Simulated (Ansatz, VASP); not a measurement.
# SiC: VASP beside Ansatz

POSCAR

```
SiC
1.0
    0.2727749769      2.3185873037      2.3185873037
    2.3185873037      0.2727749769      2.3185873037
    2.3185873037      2.3185873037      0.2727749769
Si C
1 1
Direct
    0.0000000000      0.0000000000      0.0000000000
    0.7500000000      0.7500000000      0.7500000000
```

Contents of INCAR.step1:

```
PREC = Accurate
ENCUT = 520
ISMEAR = 0
SIGMA = 0.05
LREAL = F
LASPH = T
NELM = 80
NBANDS = 11
GGA = PE
ALGO = Normal
EDIFF = 1E-4
LWAVE = T
LCHARG = F
```

The input INCAR.step2:

```
PREC = Accurate
ENCUT = 520
EDIFF = 1E-7
ISMEAR = 0
SIGMA = 0.05
LREAL = F
LASPH = T
NELM = 80
ALGO = Normal
ISIF = 2
LWAVE = F
LCHARG = F
METAGGA = R2SCAN
LMIXTAU = T
NBANDS = 11
ISTART = 1
```

The input KPOINTS:

```
Automatic mesh
0
Gamma
  12 12 12
```

Input for Ansatz:

```yaml
crystal:
  lattice:
    - [0.2727749769, 2.3185873037, 2.3185873037]
    - [2.3185873037, 0.2727749769, 2.3185873037]
    - [2.3185873037, 2.3185873037, 0.2727749769]
  atoms:
    - { symbol: Si, position: [0.0, 0.0, 0.0] }
    - { symbol: C, position: [0.75, 0.75, 0.75] }
basis:
  ecutwfc: 500
kpoints:
  mp_grid: { grid: [12, 12, 12] }
hamiltonian:
  xc: r2scan
scf:
  occupations: { method: gaussian, width: 0.05 }
output:
  forces: true
  stress: true
  eigenvalues: true
  write_density: true
  write_potential: true
  elf: true
  volumetric_format: npy
```

Alike in both runs: task single point; functional r2SCAN; k mesh 12 × 12 × 12; occupations gaussian, width 0.05 eV; no spin polarisation.

|  | VASP | Ansatz |
| --- | --- | --- |
| version | VASP 6.6.1 | Ansatz 0.2.0 |
| potentials or method | VASP PAW PBE potentials, release 64 (Si, C), cutoff 520 eV | scalar-relativistic, plane waves, PAW |
| valence electrons in the cell | 8 | 8 |

Ansatz gave:

* gap on the k mesh at the Fermi level (eV): 0.77
* least direct gap on the mesh (eV): 2.13
* pressure (GPa): 10.8
* traceless stress, the component that is largest in VASP (GPa): -30.91
* rms of the force components (eV/Å): 0.176

**Question.** Estimate VASP's values.

**Answer.** gap on the k mesh at the Fermi level (eV): 0.77; least direct gap on the mesh (eV): 2.12; pressure (GPa): 10.7; traceless stress, the component that is largest in VASP (GPa): -31.10; rms of the force components (eV/Å): 0.170.

VASP's potentials were made for PBE, not for r2SCAN. Atom by atom the forces differ by 0.006 eV/Å (rms over components).
